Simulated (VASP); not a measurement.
# Co (P6_3/mmc) in VASP: single point with PBE

Aim: the single point of Co with PBE.

Everything below comes from runs of VASP 6.6.1. Logs are shortened: lines on timing, memory, paths and dates and some standing lists are left out, and cuts for length are marked.

### Step 1. The cell of the first run

The structure is hexagonal, space group P6_3/mmc (No. 194). Conventional cell: a = 2.492 Å, b = 2.492 Å, c = 4.032 Å, α = 90.00°, β = 90.00°, γ = 120.00°. Co (site symmetry -6m2) has 12 Co at 2.48 to 2.49 Å within 3.3 Å.

### Step 2. Single point, PBE, collinear spin, ferromagnetic start

Contents of INCAR:

```
  PREC = Accurate
  ENCUT = 600
  EDIFF = 1E-6
  ISMEAR = 1
  SIGMA = 0.1
  LREAL = F
  LASPH = T
  NELM = 200
  ALGO = Normal
  ISIF = 2
  LWAVE = F
  LCHARG = F
  ISPIN = 2
  MAGMOM = 1.7 1.7
  LORBIT = 11
  LMAXMIX = 4
  GGA = PE
  NBANDS = 20
  GGA_COMPAT = F
```

Contents of KPOINTS:

```
regular mesh
0
Gamma
  18 18 10
```

Contents of POSCAR:

```
Co
1.0
    2.4924459908      0.0000000291      0.0000000000
   -1.2462230206      2.1585215310      0.0000000000
    0.0000000000      0.0000000000      4.0323838980
Co
2
Direct
    0.3333333333      0.6666666667      0.2500000000
    0.6666666667      0.3333333333      0.7500000000
```

Potentials or basis: VASP PAW PBE potentials, release 64 (Co).

The run is started by

```
> cat potpaw_PBE.64/Co/POTCAR > POTCAR
> mpirun -np 1 vasp_std > vasp.out
```

OUTCAR:

```text
PREC = Accurate
   ENCUT = 600
   EDIFF = 1E-6
   ISMEAR = 1
   LREAL = F
   LASPH = T
   NELM = 200
   ISIF = 2
   ISPIN = 2
   LORBIT = 11
   GGA = PE

 ion  position               nearest neighbor table
   1  0.333  0.667  0.250-   2 2.48   2 2.48   2 2.48   2 2.48   2 2.48   2 2.48
   2  0.667  0.333  0.750-   1 2.48   1 2.48   1 2.48   1 2.48   1 2.48   1 2.48

  LATTYP: Found a hexagonal cell.
 ALAT       =     2.4924459908
 C/A-ratio  =     1.6178420367

  Lattice vectors:

 A1 = (   2.4924459908,   0.0000000291,   0.0000000000)
 A2 = (  -1.2462230206,   2.1585215310,   0.0000000000)
 A3 = (   0.0000000000,   0.0000000000,   4.0323838980)

Analysis of symmetry for initial positions (statically):
=====================================================================
 Subroutine PRICEL returns:
 Original cell was already a primitive cell.

 Routine SETGRP: Setting up the symmetry group for a
 hexagonal supercell.

 Subroutine GETGRP returns: Found 24 space group operations
 (whereof 12 operations were pure point group operations)
 out of a pool of 24 trial point group operations.

The static configuration has the point symmetry D_3d.
 The point group associated with its full space group is D_6h.

Analysis of symmetry for dynamics (positions and initial velocities):
=====================================================================
 Subroutine PRICEL returns:
 Original cell was already a primitive cell.

 Routine SETGRP: Setting up the symmetry group for a
 hexagonal supercell.

 Subroutine GETGRP returns: Found 24 space group operations
 (whereof 12 operations were pure point group operations)
 out of a pool of 24 trial point group operations.

The dynamic configuration has the point symmetry D_3d.
 The point group associated with its full space group is D_6h.

Analysis of structural, dynamic, and magnetic symmetry:
=====================================================================
 Subroutine PRICEL returns:
 Original cell was already a primitive cell.

 Routine SETGRP: Setting up the symmetry group for a
 hexagonal supercell.

 Subroutine GETGRP returns: Found 24 space group operations
 (whereof 12 operations were pure point group operations)
 out of a pool of 24 trial point group operations.

The overall configuration has the point symmetry D_3d.
 The point group associated with its full space group is D_6h.

 Subroutine INISYM returns: Found 24 space group operations
 (whereof 12 operations are pure point group operations),
 and found     1 'primitive' translations

----------------------------------------------------------------------------------------

                                     Primitive cell

  volume of cell :      21.6942

  direct lattice vectors                    reciprocal lattice vectors
     2.492445991  0.000000029  0.000000000     0.401212302  0.231640037  0.000000000
    -1.246223021  2.158521531  0.000000000    -0.000000005  0.463280064  0.000000000
     0.000000000  0.000000000  4.032383898     0.000000000  0.000000000  0.247992261

  length of vectors
     2.492445991  2.492445991  4.032383898     0.463280064  0.463280064  0.247992261

  position of ions in fractional coordinates (direct lattice)
     0.333333333  0.666666667  0.250000000
     0.666666667  0.333333333  0.750000000

  ion indices of the primitive-cell ions
   primitive index   ion index
                 1           1
                 2           2

----------------------------------------------------------------------------------------

 KPOINTS: regular mesh

Automatic generation of k-mesh.
 Grid dimensions read from file:
 generate k-points for:   18   18   10

 Generating k-lattice:

  Cartesian coordinates                     Fractional coordinates (reciprocal lattice)
     0.022289572  0.012868891  0.000000000     0.055555556  0.000000000  0.000000000
    -0.000000000  0.025737781  0.000000000    -0.000000000  0.055555556  0.000000000
     0.000000000  0.000000000  0.024799226     0.000000000  0.000000000  0.100000000

  Length of vectors
     0.025737781  0.025737781  0.024799226

  Shift w.r.t. Gamma in fractional coordinates (k-lattice)
     0.000000000  0.000000000  0.000000000

 Subroutine IBZKPT returns following result:
 ===========================================

 Found    222 irreducible k-points:

 Following reciprocal coordinates:
            Coordinates               Weight
  0.000000  0.000000  0.000000      1.000000
  0.055556 -0.000000  0.000000      6.000000
  0.111111 -0.000000  0.000000      6.000000
  0.166667 -0.000000  0.000000      6.000000
  0.222222 -0.000000  0.000000      6.000000
  0.277778 -0.000000  0.000000      6.000000
[... 16 lines left out ...]
  0.333333  0.111111  0.000000     12.000000
  0.388889  0.111111  0.000000     12.000000
 [... further k-points ...]
   k-points           NKPTS =    222   k-points in BZ     NKDIM =    222   number of bands    NBANDS=     20
   number of dos      NEDOS =    301   number of ions     NIONS =      2
   total plane-waves  NPLWV =  12800
   dimension x,y,z NGX =    20 NGY =   20 NGZ =   32
   dimension x,y,z NGXF=    40 NGYF=   40 NGZF=   64
   ions per type =               2
   NGX,Y,Z   is equivalent  to a cutoff of  13.34, 13.34, 13.19 a.u.
   NGXF,Y,Z  is equivalent  to a cutoff of  26.68, 26.68, 26.39 a.u.
 SYSTEM =  unknown system
   PREC   = accura    normal or accurate (medium, high low for compatibility)
   ISTART =      0    job   : 0-new  1-cont  2-samecut
   ICHARG =      2    charge: 1-file 2-atom 10-const
   ISPIN  =      2    spin polarized calculation?
   LNONCOLLINEAR =      F non collinear calculations
   LSORBIT =      F    spin-orbit coupling
   LASPH  =      T    aspherical Exc in radial PAW
   ENCUT  =  600.0 eV  44.10 Ry    6.64 a.u.   4.98  4.98  8.05*2*pi/ulx,y,z
   NELM   =    200;   NELMIN=  2; NELMDL= -5     # of ELM steps
   EDIFF  = 0.1E-05   stopping-criterion for ELM
   LREAL  =      F    real-space projection
   EDIFFG = 0.1E-04   stopping-criterion for IOM
   NSW    =      0    number of steps for IOM
   IBRION =     -1    ionic relax: 0-MD 1-quasi-New 2-CG
   NFREE  =      0    steps in history (QN), initial steepest desc. (CG)
   ISIF   =      2    stress and relaxation
   ISYM   =      2    0-nonsym 1-usesym 2-fastsym
   POTIM  = 0.5000    time-step for ionic-motion
   TEBEG  =    0.0;   TEEND  =   0.0 temperature during run
   PSTRESS=    0.0 pullay stress
   NELECT =      18.0000    total number of electrons
   NUPDOWN=      -1.0000    fix difference up-down
   EMIN   =  10.00;   EMAX   =-10.00  energy-range for DOS
   EFERMI =   0.00;   METHOD = LEGACY
   ISMEAR =     1;   SIGMA  =   0.10  broadening in eV -4-tet -1-fermi 0-gaus
   EFERMI_NEDOS =   21; number of points for ismear=-14 and -15
   IALGO  =     38    algorithm
   IMIX   =      4    mixing-type and parameters
     AMIX     =   0.40;   BMIX     =  1.00
     AMIX_MAG =   1.60;   BMIX_MAG =  1.00
  volume/ion in A,a.u.               =      10.85        73.20
  Fermi-wavevector in a.u.,A,eV,Ry     =   1.538335  2.907032 32.197852  2.366475
  Thomas-Fermi vector in A             =   2.644718
   LORBIT       =     11    0 simple, 1 ext, 2 COOP (PROOUT), +10 PAW based schemes
   GGA     = PE    functional components
   LHFCALC =     F    Hartree Fock is set to
   AEXX    =    0.0000 exact exchange contribution
   IVDW    =     0    specifies the selected vdW correction
   LEPSILON=     F    determine dielectric tensor
   LRPA    =     F    only Hartree local field effects (RPA)
 spin polarized calculation
 Methfessel and Paxton  Order N= 1 SIGMA  =   0.10
  energy-cutoff  :      600.00
  volume of cell :       21.69
 maximum number of plane-waves:       756
 NGX is ok and might be reduce to    20
   NGX =  9   NGY =  9   NGZ = 17

 number of electron      17.9999994 magnetization       3.1902187

 Free energy of the ion-electron system (eV)
  ---------------------------------------------------
  ext. energy  EPLUGINS =         0.00000000
  ---------------------------------------------------
  free energy    TOTEN  =       -14.07139691 eV

  energy without entropy =      -14.07170885  energy(sigma->0) =      -14.07150089

 E-fermi :  10.2585     XC(G=0): -13.4051

 val. band max:       10.2559618944   @ k =   0.1111  -0.0000   0.2000
 cond. band min:      10.2603498236   @ k =   0.1111   0.0556   0.2000
 fundamental gap:      0.0043879291
 Fermi energy:        10.2584636013

 spin component 1

 k-point     1 :       0.0000    0.0000    0.0000
  band No.  band energies     occupation
      1       1.3549      1.00000
      2       5.1350      1.00000
      3       7.6515      1.00000
      4       7.6720      1.00000
      5       7.6720      1.00000
      6       7.9829      1.00000
[... 12 lines left out ...]
     19      36.1642      0.00000
     20      36.1642      0.00000
[... 507 lines left out ...]
 k-point    24 :       0.3889    0.1111    0.0000
  band No.  band energies     occupation
      1       5.6014      1.00000
      2       5.7705      1.00000
      3       5.8895      1.00000
      4       7.3448      1.00000
      5       7.4528      1.00000
      6       7.7419      1.00000
[... 12 lines left out ...]
     19      32.7950      0.00000
     20      35.1463      0.00000

 [... further k-points ...]

 spin component 2

 k-point     1 :       0.0000    0.0000    0.0000
  band No.  band energies     occupation
      1       1.3398      1.00000
      2       6.0639      1.00000
      3       9.2680      1.00000
      4       9.2965      1.00000
      5       9.2965      1.00000
      6       9.6609      1.00000
[... 12 lines left out ...]
     19      36.4445      0.00000
     20      36.4445      0.00000
[... 507 lines left out ...]
 k-point    24 :       0.3889    0.1111    0.0000
  band No.  band energies     occupation
      1       6.3522      1.00000
      2       6.9689      1.00000
      3       7.1147      1.00000
      4       8.1553      1.00000
      5       9.0423      1.00000
      6       9.2471      1.00000
[... 12 lines left out ...]
     19      33.1037      0.00000
     20      35.4867      0.00000

 [... further k-points ...]

------------------------ aborting loop because EDIFF is reached ----------------------------------------

  FORCE on cell =-STRESS in cart. coord.  units (eV):
  Direction    XX          YY          ZZ          XY          YZ          ZX
  --------------------------------------------------------------------------------------
  -------------------------------------------------------------------------------------
  Total       -0.1008199     -0.1008199     -0.1092441     -0.0000000     -0.0000000     -0.0000000
  in kB       -7.4458263     -7.4458263     -8.0679770     -0.0000000     -0.0000000     -0.0000000
  external PRESSURE =      -7.6532099 kB  Pullay stress =       0.0000000 kB

 VOLUME and BASIS-vectors are now :
 -----------------------------------------------------------------------------
  energy-cutoff  :      600.00
  volume of cell :       21.69
      direct lattice vectors                 reciprocal lattice vectors
     2.492445991  0.000000029  0.000000000     0.401212302  0.231640037  0.000000000
    -1.246223021  2.158521531  0.000000000    -0.000000005  0.463280064  0.000000000
     0.000000000  0.000000000  4.032383898     0.000000000  0.000000000  0.247992261

 POSITION                                       TOTAL-FORCE (eV/Angst)
 -----------------------------------------------------------------------------------
     -0.00000      1.43901      1.00810         0.000000     -0.000000      0.000000
      1.24622      0.71951      3.02429        -0.000000      0.000000      0.000000
 -----------------------------------------------------------------------------------
    total drift:                               -0.000000      0.000000     -0.000000

  FREE ENERGIE OF THE ION-ELECTRON SYSTEM (eV)
  ---------------------------------------------------
  free  energy   TOTEN  =       -14.0713969113 eV

  energy  without entropy=      -14.0717088475  energy(sigma->0) =      -14.07150089

 total charge

# of ion       s       p       d       tot
------------------------------------------
    1        0.488   0.521   7.264   8.273
    2        0.488   0.521   7.264   8.273
--------------------------------------------------
tot          0.977   1.042  14.528  16.546

 magnetization (x)

# of ion       s       p       d       tot
------------------------------------------
    1       -0.015  -0.057   1.689   1.617
    2       -0.015  -0.057   1.689   1.617
--------------------------------------------------
tot         -0.031  -0.113   3.377   3.233
```

Run time: 3.2 min. Hardware: 1 thread of Oxide Virtual Turin-like, shared host; peak memory 0.24 GiB.

Results:

```
Free energy                                           : -14.0714 eV
Pressure                                              : -0.8 GPa
Net moment                                            : 3.19 μB per cell
Site moments                                          : Co +1.62 μB
Valence electrons inside the program's atomic spheres : Co 8.27
```

Levels at points of the mesh, in eV from the Fermi level:
Spin up:
```csv
k point,band 7,band 8,band 9,band 10,band 11,band 12,band 13,band 14,band 15,band 16
"(0.00, 0.00, 0.00)",-2.28,-1.93,-1.93,-0.83,-0.83,-0.07,6.35,21.99,24.56,24.56
"(0.50, 0.00, 0.00)",-2.18,-0.70,-0.61,-0.55,1.31,3.32,9.69,10.34,12.74,13.96
"(0.00, 0.00, 0.50)",-2.65,-2.65,-1.14,-1.14,-1.14,-1.14,15.02,15.02,22.72,22.72
"(0.50, 0.00, 0.50)",-1.06,-1.06,-0.61,-0.61,1.61,1.61,7.26,7.26,18.35,18.35
```
Spin down:
| k point | band 5 | band 6 | band 7 | band 8 | band 9 | band 10 |
| --- | --- | --- | --- | --- | --- | --- |
| (0.00, 0.00, 0.00) | -0.96 | -0.60 | -0.60 | -0.17 | -0.17 | -0.15 |
| (0.50, 0.00, 0.00) | -1.11 | -1.03 | -0.62 | 1.17 | 1.30 | 1.33 |
| (0.00, 0.00, 0.50) | -1.03 | -1.03 | -1.03 | -1.03 | 0.71 | 0.71 |
| (0.50, 0.00, 0.50) | -0.06 | -0.06 | 0.24 | 0.24 | 1.27 | 1.27 |
